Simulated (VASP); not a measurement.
The system is Al5Ru.

```xyz
6
Lattice="2.9832 0.0000 0.0000 -1.4916 2.5835 0.0000 0.0000 0.0000 12.5037" Properties=species:S:1:pos:R:3 pbc="T T T"
Al    0.0000    0.0000    8.3131
Al    0.0000    1.7223   10.3743
Al    0.0000    1.7223    2.1294
Al    0.0000    0.0000    4.1906
Al    0.0000    1.7223    6.2519
Ru    1.4916    0.8612    0.0000
```

The cell was generated, and may not be a known phase.

```yaml
Program: VASP 6.6.1
Task: relaxation of cell and atoms
Functional: PBE
Potentials_or_basis: VASP PAW PBE potentials, release 64 (Al, Ru_pv)
Cutoff: 600 eV
k_mesh: 6 × 6 × 2
Occupations: gaussian, width 0.1 eV
Spin: no spin polarisation
```

At the start: pressure -2.3 GPa; volume 16.06 Å³/atom.

Problem. How do energy, volume and symmetry change on relaxing?

Solution. Over 13 steps the energy falls by 143.5 meV/atom and the volume is 15.93 Å³/atom (-0.8 %); space group P-6m2 (No. 187, to 0.1 Å) before and after.

The path:
```tsv
step	energy change (eV)	largest force (eV/Å)	pressure (GPa)	volume (Å³)
1	0.0000	2.1454	-2.27	96.37
2	-0.4393	1.1847	0.94	93.20
3	-0.5929	0.9882	5.71	90.25
4	-0.8153	0.4727	0.57	94.66
5	-0.8230	0.3860	-0.32	95.63
6	-0.8231	0.3773	-0.43	95.73
7	-0.8376	0.2978	0.05	95.35
8	-0.8526	0.1652	1.68	94.19
9	-0.8585	0.0883	0.90	94.83
10	-0.8594	0.0891	0.34	95.30
11	-0.8594	0.0797	0.43	95.21
12	-0.8604	0.0558	0.19	95.37
13	-0.8610	0.0260	-0.08	95.58
```

Final structure:
```
Al Ru
1.0
     2.88849    0.00000    0.00000
    -1.44424    2.50150    0.00000
     0.00000    0.00000   13.22758
Al Ru
5 1
Cartesian
  0.0000 0.0000 8.9522
  0.0000 1.6677 11.2883
  0.0000 1.6677 1.9393
  0.0000 0.0000 4.2754
  0.0000 1.6677 6.6138
  1.4442 0.8338 0.0000
```

Caveat: the k points lie up to 0.42 Å⁻¹ apart in the final cell, too coarse for converged energies and pressures of a metal.
